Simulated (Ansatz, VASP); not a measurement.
# One calculation of AlRu, two programs

The input INCAR:

```
SYSTEM = AlRu
PREC = Accurate ; ENCUT = 520
EDIFF = 1E-7 ; ISMEAR = 0
SIGMA = 0.1 ; LREAL = .FALSE.
LASPH = .TRUE. ; NELM = 150
ALGO = Fast ; ISIF = 2
LWAVE = .FALSE. ; LCHARG = .TRUE.
LMAXMIX = 4 ; LDAU = .TRUE.
LDAUTYPE = 1 ; LDAUL = -1 2
LDAUU = 0 4.9 ; LDAUJ = 0 0.97
LDAUPRINT = 1 ; GGA = PE
LELF = .TRUE. ; LVHAR = .TRUE.
NBANDS = 16
```

The input KPOINTS:

```
regular mesh
0
G
  6 6 6
  0 0 0
```

The input POSCAR:

```
AlRu
1.0
    2.9824954400      0.0000000000      0.0000000000
    0.0000000000      2.9824954400      0.0000000000
    0.0000000000      0.0000000000      2.9824954400
Al Ru
1 1
Direct
    0.0000000000      0.1676448498      0.0000000000
    0.5000000000      0.5000000000      0.5000000000
```

Input for Ansatz:

```yaml
crystal:
  lattice:
    - [2.98249544, 0.0, 0.0]
    - [0.0, 2.98249544, 0.0]
    - [0.0, 0.0, 2.98249544]
  atoms:
    - { symbol: Al, position: [0.0, 0.1676448498, 0.0] }
    - { symbol: Ru, position: [0.5, 0.5, 0.5] }
basis:
  ecutwfc: 420
kpoints:
  mp_grid: { grid: [6, 6, 6] }
hamiltonian:
  xc: pbe
  hubbard: { sites: [{ species: Ru, l: d, u: 4.9, j: 0.97 }] }
scf:
  occupations: { method: gaussian, width: 0.1 }
output:
  forces: true
  stress: true
  eigenvalues: true
```

Alike in both runs: task single point; functional PBE; k mesh 6 × 6 × 6; occupations gaussian, width 0.1 eV; no spin polarisation; Hubbard terms Ru d U = 4.9 eV, J = 0.97 eV.

```csv
,VASP,Ansatz
version,VASP 6.6.1,Ansatz 0.2.0
potentials or method,"VASP PAW PBE potentials, release 64 (Al, Ru_pv), cutoff 520 eV","scalar-relativistic, plane waves, PAW"
valence electrons in the cell,17,19
```

|  | VASP | Ansatz | Ansatz less VASP |
| --- | --- | --- | --- |
| gap on the k mesh at the Fermi level (eV) | none | none | - |
| pressure (GPa) | 18.8 | 18.9 | +0.07 |
| traceless stress, the component that is largest in VASP (GPa) | -12.29 | -12.57 | -0.281 |
| rms of the force components (eV/Å) | 1.959 | 1.854 | -0.1052 |

The programs project onto different local orbitals, so the same U acts differently, and such runs can settle in different states. Atom by atom the forces differ by 0.105 eV/Å (rms over components). A gap of «none» marks a metal or a gap that the smearing closes. VASP's potentials hold 17 valence electrons a cell and Ansatz's 19, so a difference there can come from the potentials and not from the codes. Ansatz's warnings: filled band counts differ across k points.
